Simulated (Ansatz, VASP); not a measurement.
## Mg2Si in VASP and in Ansatz

```
CELL_PARAMETERS angstrom
0.00000 3.16896 3.16896
3.16896 0.00000 3.16896
3.16896 3.16896 0.00000
ATOMIC_POSITIONS crystal
Si 0.00000 0.00000 0.00000
Mg 0.25000 0.25000 0.25000
Mg 0.75000 0.75000 0.75000
```

Alike in both runs: task single point; functional r2SCAN; k mesh 6 × 6 × 6; no spin polarisation.

```csv
,VASP,Ansatz
version,VASP 6.6.1,Ansatz 0.2.0
potentials or method,"VASP PAW PBE potentials, release 64 (Si, Mg)","plane waves, PAW"
plane-wave cutoff (eV),660,500
occupations,"gaussian, width 0.01 eV",fixed
valence electrons in the cell,8,24
```

VASP gave:

- gap on the k mesh at the Fermi level (eV): 0.44
- pressure (GPa): -0.3

**Question.** Which values does Ansatz return?

**Answer.** gap on the k mesh at the Fermi level (eV): 0.44; pressure (GPa): 0.0.

VASP's potentials were made for PBE, not for r2SCAN. VASP's potentials hold 8 valence electrons a cell and Ansatz's 24, so a difference there can come from the potentials and not from the codes.
